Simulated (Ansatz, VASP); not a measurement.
**Two plane-wave programs on CO2**

Contents of INCAR:

```
  PREC = Accurate
  ENCUT = 520
  EDIFF = 1E-8
  ISMEAR = -1
  SIGMA = 0.02
  LREAL = False
  LASPH = True
  NELM = 80
  ALGO = Normal
  ISIF = 2
  LWAVE = False
  LCHARG = False
  GGA = RE
  LEFG = True
  NBANDS = 44
```

File KPOINTS:

```
regular mesh
0
Gamma
  4 4 4
```

Contents of POSCAR:

```
CO2
1.0
    5.6300000000      0.0000000000      0.0000000000
    0.0000000000      5.6300000000      0.0000000000
    0.0000000000      0.0000000000      5.6300000000
C O
4 8
Direct
    0.0000000000      0.0000000000      0.0000000000
    0.5000000000      0.0000000000      0.5000000000
    0.5000000000      0.5000000000      0.0000000000
    0.0000000000      0.5000000000      0.5000000000
    0.1198172229      0.1198172229      0.1198172229
    0.3801827771      0.8801827771      0.6198172229
    0.6198172229      0.3801827771      0.8801827771
    0.8801827771      0.6198172229      0.3801827771
    0.8801827771      0.8801827771      0.8801827771
    0.6198172229      0.1198172229      0.3801827771
    0.3801827771      0.6198172229      0.1198172229
    0.1198172229      0.3801827771      0.6198172229
```

Input for Ansatz:

```yaml
crystal:
  lattice:
    - [5.63, 0.0, 0.0]
    - [0.0, 5.63, 0.0]
    - [0.0, 0.0, 5.63]
  atoms:
    - { symbol: C, position: [0.0, 0.0, 0.0] }
    - { symbol: C, position: [0.5, 0.0, 0.5] }
    - { symbol: C, position: [0.5, 0.5, 0.0] }
    - { symbol: C, position: [0.0, 0.5, 0.5] }
    - { symbol: O, position: [0.1198172229, 0.1198172229, 0.1198172229] }
    - { symbol: O, position: [0.3801827771, 0.8801827771, 0.6198172229] }
    - { symbol: O, position: [0.6198172229, 0.3801827771, 0.8801827771] }
    - { symbol: O, position: [0.8801827771, 0.6198172229, 0.3801827771] }
    - { symbol: O, position: [0.8801827771, 0.8801827771, 0.8801827771] }
    - { symbol: O, position: [0.6198172229, 0.1198172229, 0.3801827771] }
    - { symbol: O, position: [0.3801827771, 0.6198172229, 0.1198172229] }
    - { symbol: O, position: [0.1198172229, 0.3801827771, 0.6198172229] }
kpoints:
  mp_grid: { grid: [4, 4, 4] }
scf:
  occupations: { method: fermi_dirac, width: 0.02 }
  eigensolver: { kind: davidson }
hamiltonian:
  xc: revpbe
  pseudopotentials: { kind: paw }
output:
  forces: true
  stress: true
  populations: true
  efg: { quadrupole_moments_barn: { O: -0.02558 }, contact_densities: true }
basis:
  precision: f64
  xc_grid: 2
```

Alike in both runs: task electric field gradients; functional revPBE; k mesh 4 × 4 × 4; occupations fermi-dirac, width 0.02 eV; no spin polarisation.

```csv
,VASP,Ansatz
version,VASP 6.6.1,Ansatz 0.2.0
potentials or method,"VASP PAW PBE potentials, release 64 (C, O)","plane-wave PAW, scalar-relativistic"
plane-wave cutoff (eV),520,420
valence electrons in the cell,64,64
```

VASP gave:

```
gap on the k mesh at the Fermi level (eV)            : 7.02
pressure (GPa)                                       : 4.8
rms of the force components (eV/Å)                   : 0.389
size of Vzz on the site where it differs most (V/Å²) : 49.8
```

**Question.** Estimate Ansatz's values.

**Answer.** gap on the k mesh at the Fermi level (eV): 7.04; pressure (GPa): 3.4; rms of the force components (eV/Å): 0.091; size of Vzz on the site where it differs most (V/Å²): 29.2.

VASP's potentials were made for PBE, not for revPBE. Atom by atom the forces differ by 0.298 eV/Å (rms over components). One of these differences is far larger than is usual between the two programs; its cause wasn't traced.

Noted on VASP's run: the standard files for N, O and F lose accuracy on very short bonds.
